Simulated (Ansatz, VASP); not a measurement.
Two plane-wave programs on C

```xyz
2
Lattice="0.0000 2.1589 3.3982 1.2464 0.0000 3.3982 1.2464 2.1589 0.0000" Properties=species:S:1:pos:R:3 pbc="T T T"
C     1.2464    0.7196    3.3982
C     1.2464    3.5982    3.3982
```

Change from the starting cell: strain +0.015 along x and y, +0.015 along z, atoms carried along.

Alike in both runs: task single point; functional LDA; k mesh 14 × 14 × 14; occupations gaussian, width 0.05 eV; no spin polarisation.

```csv
,VASP,Ansatz
version,VASP 6.6.1,Ansatz 0.2.0
potentials or method,"VASP PAW LDA potentials, release 64 (C), cutoff 520 eV","scalar-relativistic, plane waves, PAW"
valence electrons in the cell,8,8
```

|  | VASP | Ansatz | Ansatz less VASP |
| --- | --- | --- | --- |
| gap on the k mesh at the Fermi level (eV) | 0.33 | 0.34 | +0.002 |
| least direct gap on the mesh (eV) | 0.42 | 0.42 | +0.002 |
| pressure (GPa) | -14.5 | -15.3 | -0.75 |
| traceless stress, the component that is largest in VASP (GPa) | 14.33 | 15.19 | +0.867 |
| rms of the force components (eV/Å) | 0.019 | 0.019 | 0.0000 |

LDA's correlation is that of Perdew and Zunger in VASP and of Perdew and Wang (1992) in Ansatz. Atom by atom the forces differ by 0.000 eV/Å (rms over components).
